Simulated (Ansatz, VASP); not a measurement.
**Li2B in VASP and in Ansatz**

```xyz
3
Lattice="3.0929 0.0000 0.0000 -1.5464 2.6785 0.0000 0.0000 0.0000 3.3479" Properties=species:S:1:pos:R:3 pbc="T T T"
Li    0.0000    1.7857    1.6739
Li    1.5464    0.8928    1.6739
B     0.0000    0.0000    0.0000
```

Change from the starting cell: species swapped into the TmSi2 type (P6/mmm, No. 191).

Alike in both runs: task relaxation of cell and atoms; functional PBE; k mesh 6 × 6 × 6; occupations gaussian, width 0.1 eV; no spin polarisation.

|  | VASP | Ansatz |
| --- | --- | --- |
| version | VASP 6.6.1 | Ansatz 0.2.0 |
| potentials or method | VASP PAW PBE potentials, release 64 (Li_sv, B_h), cutoff 910 eV | scalar-relativistic, plane waves, PAW |
| valence electrons in the cell | 9 | 9 |

Ansatz gave:

```
gap on the k mesh at the Fermi level, each at its own relaxed structure (eV) : none
relaxed volume (Å³/atom)                                                     : 9.05
relaxed cell length with the largest relative difference (Å)                 : 3.887
```

Question: What did VASP give for the same quantities?

Answer: gap on the k mesh at the Fermi level, each at its own relaxed structure (eV): none; relaxed volume (Å³/atom): 8.98; relaxed cell length with the largest relative difference (Å): 3.872.

A gap of «none» marks a metal or a gap that the smearing closes.

The k mesh is coarse, so the values compare programs but aren't converged.
